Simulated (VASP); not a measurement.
Set up this calculation in VASP 6.6.1, as the native input.

```yaml
Task: relaxation of cell and atoms
Functional: PBE
Dispersion: D3(BJ)
Potentials_or_basis: VASP PAW PBE potentials, release 64 (Hg)
Cutoff: 600 eV
k_mesh: 12 × 12 × 4
Occupations: gaussian, width 0.1 eV
Spin: no spin polarisation
Target_pressure: 4 GPa
Dipole_correction: no
Further_INCAR_settings: ALGO = Fast; EDIFF = 1e-07; IBRION = 2; EDIFFG = -0.008; NSW = 70; ISIF = 3
```

The structure of Hg lies in POSCAR:

```
Hg
1.0
    3.1943336085      0.0000000000      0.0000000000
   -1.5971668043      2.7663740532      0.0000000000
    0.0000000000      0.0000000000     10.0850032657
Hg
4
Direct
    0.0000000000      0.0000000000      0.0000000000
    0.3333333333      0.6666666667      0.2500000000
    0.0000000000      0.0000000000      0.5000000000
    0.6666666667      0.3333333333      0.7500000000
```

The input as run:

INCAR

```
SYSTEM = Hg
  ALGO = Fast
  EDIFF = 1E-7
  EDIFFG = -0.008
  ENCUT = 600
  GGA = PE
  IBRION = 2
  ISIF = 3
  ISMEAR = 0
  IVDW = 12
  LASPH = .TRUE.
  LCHARG = .FALSE.
  LREAL = .FALSE.
  LWAVE = .FALSE.
  NELM = 100
  NSW = 70
  PREC = Accurate
  PSTRESS = 40.0
  SIGMA = 0.1
```

KPOINTS

```
k-points
0
G
  12 12 4
  0 0 0
```

Potentials or basis: VASP PAW PBE potentials, release 64 (Hg).

Launch:

```console
$ cat potpaw_PBE.64/Hg/POTCAR > POTCAR
$ mpirun -np 1 vasp_std > vasp.out
```

It gave:

The relaxed volume is 22.70 Å³/atom. The relaxed cell is a = 3.204 Å, b = 3.204 Å, c = 10.216 Å, α = 90.00°, β = 90.00°, γ = 120.00°, the space group after relaxing (to 0.1 Å) is P6_3/mmc (No. 194) and the energy change on relaxing (the run minimises the enthalpy) is -12.0 meV/atom. The ionic steps are 5. The pressure after relaxing is 4.0 GPa and the band gap on the k mesh is zero (bands 24 and 25 overlap by 1.49 eV). The dispersion energy per atom is -0.461 eV.

Caveat: the cell is relaxed towards a set pressure, so the run minimises the enthalpy, not the energy; spin-orbit coupling is left out, which moves the levels of the heavy elements.

Wall time 16 min on 1 thread of Intel Xeon 8259CL, on a shared host, peak memory 0.34 GiB.
